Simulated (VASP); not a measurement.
Wanted: the native input for a VASP 6.6.1 run.

```yaml
Task: single point
Functional: PBE
Potentials_or_basis: VASP PAW PBE potentials, release 64 (Zr_sv, Pb_d, O)
Cutoff: 520 eV
k_mesh: 6 × 6 × 4
Occupations: gaussian, width 0.1 eV
Spin: no spin polarisation
Dipole_correction: no
Further_INCAR_settings: ALGO = Normal; EDIFF = 1e-07; NBANDS = 34
```

The structure of ZrPbO4 lies in POSCAR:

```
ZrPbO4
1.0
    3.6619998876      0.0000000000      0.0000000000
   -1.8309999438      3.1713849313      0.0000000000
    0.0000000000      0.0000000000      6.2558274705
Zr Pb O
1 1 4
Direct
    0.0000000000      0.0000000000      0.5000000000
    0.0000000000      0.0000000000      0.0000000000
    0.3333333333      0.6666666667      0.7024172830
    0.3333333333      0.6666666667      0.2975827170
    0.6666666667      0.3333333333      0.2975827170
    0.6666666667      0.3333333333      0.7024172830
```

One way to write it, as run:

INCAR

```
PREC = Accurate
ENCUT = 520
EDIFF = 1E-7
ISMEAR = 0
SIGMA = 0.1
LREAL = F
LASPH = T
NELM = 80
ALGO = Normal
ISIF = 2
LWAVE = F
LCHARG = F
GGA = PE
NBANDS = 34
```

KPOINTS

```
regular mesh
0
Gamma
  6 6 4
```

Potentials or basis: VASP PAW PBE potentials, release 64 (Zr_sv, Pb_d, O).

Command:

```console
$ cat potpaw_PBE.64/Zr_sv/POTCAR potpaw_PBE.64/Pb_d/POTCAR potpaw_PBE.64/O/POTCAR > POTCAR
$ mpirun -np 1 vasp_std > vasp.out
```

Results of the run:

```json
{
 "Pressure": "-0.1 GPa",
 "Largest force": "0.008 eV/Å",
 "Band gap on the k mesh": "zero (band 25 reaches 8.73 eV, above the bottom of band 26 at 7.05 eV)"
}
```

Caveat: spin-orbit coupling is left out, which moves the levels of the heavy elements.

Run time: 27 s on 1 thread of Intel(R) Xeon(R) 6975P-C (Granite Rapids) (shared host), peak memory 0.2 GiB.
